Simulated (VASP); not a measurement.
Crystal: Al3BN2.

```
CELL_PARAMETERS angstrom
3.26951 -3.50897 0.00000
3.26951 3.50897 0.00000
0.00000 0.00000 3.52874
ATOMIC_POSITIONS crystal
Al 0.00000 0.00000 0.50000
Al 0.81618 0.81618 0.00000
Al 0.18382 0.18382 0.00000
B 0.50000 0.50000 0.50000
N 0.15099 0.84901 0.00000
N 0.84901 0.15099 0.00000
```

The cell was built from a structure type or drawn by symmetry, and may not be a known phase.

| Item | Value |
| --- | --- |
| Program | VASP 6.6.1 |
| Task | relaxation of cell and atoms |
| Functional | PBE |
| Potentials or basis | VASP PAW PBE potentials, release 64 (Al, B, N) |
| Cutoff | 600 eV |
| k mesh | 4 × 4 × 6 |
| Occupations | gaussian, width 0.1 eV |
| Spin | no spin polarisation |

At the start: pressure 47.7 GPa; volume 13.49 Å³/atom.

Question: How do energy, volume and symmetry change on relaxing?

Answer: Over 27 steps the energy falls by 1762.9 meV/atom and the volume is 11.06 Å³/atom (-18.1 %); space group Cmmm (No. 65, to 0.1 Å) before and after.

The path:
| step | energy change (eV) | largest force (eV/Å) | pressure (GPa) | volume (Å³) |
| --- | --- | --- | --- | --- |
| 1 | 0.0000 | 17.4542 | 47.69 | 80.97 |
| 2 | -0.7570 | 1.3915 | -20.32 | 137.33 |
| 3 | -1.6531 | 1.2460 | -21.52 | 129.34 |
| 4 | -2.6609 | 1.7236 | -22.30 | 121.85 |
| 5 | -6.0865 | 2.4514 | -18.66 | 100.07 |
| 6 | -6.7703 | 3.2956 | -7.16 | 90.19 |
| 7 | -6.7921 | 2.6585 | -10.47 | 92.08 |
| 8 | -6.7967 | 2.8566 | -9.45 | 91.44 |
| 9 | -8.1722 | 2.9838 | -8.41 | 83.02 |
| 10 | -9.2684 | 3.5092 | 26.56 | 60.68 |
| 11 | -9.4082 | 3.5644 | -1.97 | 73.61 |
| 12 | -10.0341 | 2.3063 | 7.71 | 66.95 |
| 13 | -9.9789 | 4.3407 | 7.80 | 66.03 |
| 14 | -10.3354 | 1.4380 | 6.50 | 66.50 |
| 15 | -10.4860 | 0.3812 | -0.88 | 69.22 |
| 16 | -10.4890 | 0.2176 | -1.96 | 69.68 |
| 17 | -10.5155 | 0.0897 | -1.21 | 69.05 |
| 18 | -10.5340 | 0.1889 | 0.15 | 68.07 |
| 19 | -10.5538 | 0.0785 | 0.29 | 67.70 |
| 20 | -10.5600 | 0.2623 | 0.51 | 67.36 |
| 21 | -10.5602 | 0.2904 | 0.53 | 67.31 |
| 22 | -10.5686 | 0.1658 | -0.36 | 67.36 |
| 23 | -10.5710 | 0.1457 | -1.14 | 67.41 |
| 24 | -10.5759 | 0.0963 | -0.55 | 66.80 |
| 25 | -10.5769 | 0.1023 | -0.11 | 66.41 |
| 26 | -10.5774 | 0.0647 | 0.16 | 66.30 |
| 27 | -10.5776 | 0.0173 | 0.06 | 66.34 |

Final structure:
```yaml
crystal:
  lattice:
    - [2.80860, -3.16102, 0.00000]
    - [2.80860, 3.16102, 0.00000]
    - [0.00000, 0.00000, 3.73610]
  atoms:
    - { symbol: Al, position: [0.00000, 0.00000, 0.50000] }
    - { symbol: Al, position: [0.70866, 0.70866, 0.00000] }
    - { symbol: Al, position: [0.29134, 0.29134, 0.00000] }
    - { symbol: B, position: [0.50000, 0.50000, 0.50000] }
    - { symbol: N, position: [0.18893, 0.81107, 0.00000] }
    - { symbol: N, position: [0.81107, 0.18893, 0.00000] }
```

Caveat: the volume moved by over 15 % at a fixed basis, so the end points are rough.
